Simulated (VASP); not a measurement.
Input of a VASP 6.6.1 run:

The input INCAR:

```
SYSTEM = PbO2
  PREC = Accurate
  ENCUT = 520
  EDIFF = 1E-6
  ISMEAR = -1
  SIGMA = 0.05
  LREAL = .FALSE.
  LASPH = .TRUE.
  NELM = 80
  ALGO = Normal
  ISIF = 2
  LWAVE = .FALSE.
  LCHARG = .TRUE.
  GGA = PE
  LELF = .TRUE.
  LVHAR = .TRUE.
  NBANDS = 35
```

File KPOINTS:

```
regular mesh
0
G
  5 5 7
  0 0 0
```

POSCAR

```
PbO2
1.0
    4.9450102713      0.0000000000      0.0000000000
    0.0000000000      4.9450102713      0.0000000000
    0.0000000000      0.0000000000      3.4090009600
Pb O
2 4
Direct
    0.5000000000      0.5000000000      0.5000000000
    0.0000000000      0.0000000000      0.0000000000
    0.6925710400      0.6925710400      0.0000000000
    0.8074289600      0.1925710400      0.5000000000
    0.1925710400      0.8074289600      0.5000000000
    0.3074289600      0.3074289600      0.0000000000
```

Potentials or basis: VASP PAW PBE potentials, release 64 (Pb_d, O).

Run with:

```bash
$ cat potpaw_PBE.64/Pb_d/POTCAR potpaw_PBE.64/O/POTCAR > POTCAR
$ mpirun -np 1 vasp_std > vasp.out
```

(1) Estimate the pressure.

(2) Estimate the largest force.

(3) Estimate the band gap on the k mesh.

Results:

(1) 8.8 GPa.

(2) 0.070 eV/Å.

(3) 0.13 eV (least direct gap 0.42 eV).

Caveat: the cell stands under pressure; spin-orbit coupling is left out, which moves the levels of the heavy elements.
